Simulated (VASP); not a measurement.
# KF (CsCl type): single point with PBE

KF (CsCl type):

```
CELL_PARAMETERS angstrom
2.45959 0.00000 0.00000
0.00000 2.45959 0.00000
0.00000 0.00000 2.45959
ATOMIC_POSITIONS crystal
K 0.00000 0.00000 0.00000
F 0.50000 0.50000 0.50000
```

This cell differs from its parent crystal: volume scaled by 0.43.

```yaml
Program: VASP 6.6.1
Task: single point
Functional: PBE
Potentials_or_basis: VASP PAW PBE potentials, release 64 (K_sv, F)
Cutoff: 520 eV
k_mesh: 14 × 14 × 14
Occupations: fermi-dirac, width 0.05 eV
Spin: no spin polarisation
```

| Quantity | Value |
| --- | --- |
| Pressure | 225.3 GPa |
| Band gap on the k mesh | 6.86 eV, direct |

Levels at points of the mesh, in eV from the valence-band top:
| k point | band 5 | band 6 | band 7 | band 8 | band 9 | band 10 | band 11 | band 12 |
| --- | --- | --- | --- | --- | --- | --- | --- | --- |
| (0.00, 0.00, 0.00) | -8.74 | 0.00 | 0.00 | 0.00 | 6.86 | 6.86 | 16.81 | 18.94 |
| (0.50, 0.00, 0.00) | -7.17 | -3.54 | -2.07 | -2.07 | 9.04 | 15.25 | 16.86 | 16.86 |
| (0.50, 0.50, 0.00) | -6.52 | -1.29 | -0.63 | -0.63 | 9.94 | 11.01 | 14.07 | 14.07 |
| (0.50, 0.50, 0.50) | -11.24 | -5.29 | -5.29 | -5.29 | 14.70 | 14.70 | 14.70 | 23.86 |

Wall time 12 s on 1 thread of AMD EPYC 9R45 96-Core Processor (Zen 5) (shared host), peak memory 0.11 GiB.

 A k mesh can miss the band edges.
